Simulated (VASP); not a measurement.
Write the native input for VASP 6.6.1 that does the following.

```
Task                               : single point
Functional                         : PBE0
Potentials or basis                : VASP PAW PBE potentials, release 64 (W_sv)
Cutoff                             : 520 eV
k mesh                             : 6 × 6 × 6
Occupations                        : fermi-dirac, width 0.05 eV
Spin                               : no spin polarisation
Dipole correction                  : no
Grid for exact exchange (PRECFOCK) : Normal
Further INCAR settings             : ALGO = Normal; EDIFF = 1e-06; NBANDS = 13
Share of exact exchange            : 0.25
```

The system is W.

```
W
1.0
    -1.58234    1.58234    1.58234
     1.58234   -1.58234    1.58234
     1.58234    1.58234   -1.58234
W
1
Direct
  0.00000 0.00000 0.00000
```

The input as run:

POSCAR

```
W
1.0
   -1.5823450000      1.5823450000      1.5823450000
    1.5823450000     -1.5823450000      1.5823450000
    1.5823450000      1.5823450000     -1.5823450000
W
1
Direct
    0.0000000000      0.0000000000      0.0000000000
```

INCAR.step1

```
SYSTEM = W
PREC = Accurate
ENCUT = 520
EDIFF = 1E-5
ISMEAR = -1
SIGMA = 0.05
LREAL = .False.
LASPH = .True.
NELM = 100
ALGO = Normal
ISIF = 2
LWAVE = .True.
LCHARG = .False.
NBANDS = 13
GGA = PE
```

INCAR.step2

```
SYSTEM = W
PREC = Accurate
ENCUT = 520
EDIFF = 1E-6
ISMEAR = -1
SIGMA = 0.05
LREAL = .False.
LASPH = .True.
NELM = 100
ALGO = Normal
ISIF = 2
LWAVE = .False.
LCHARG = .False.
GGA = PE
LHFCALC = .True.
AEXX = 0.25
PRECFOCK = Normal
NBANDS = 13
ISTART = 1
```

KPOINTS

```
regular mesh
0
Gamma
  6 6 6
  0 0 0
```

Potentials or basis: VASP PAW PBE potentials, release 64 (W_sv).

Command:

```console
$ cat potpaw_PBE.64/W_sv/POTCAR > POTCAR
$ cp INCAR.step1 INCAR
$ mpirun -np 1 vasp_std > vasp.out
$ cp INCAR.step2 INCAR
$ mpirun -np 1 vasp_std > vasp.out
```

Results of the run:

| Item | Value |
| --- | --- |
| Pressure | -3.7 GPa |
| Band gap on the k mesh | zero (bands 7 and 8 overlap by 8.26 eV) |

Caveat: the k points lie up to 0.47 Å⁻¹ apart, too coarse for converged energies and pressures of a metal; the PAW data sets were made with another functional, which shifts forces and pressure a little; spin-orbit coupling is left out, which moves the levels of the heavy elements.

Wall time 6.1 min on 1 thread of Intel(R) Xeon(R) Platinum 8488C (Sapphire Rapids), on a shared host, peak memory 0.14 GiB.
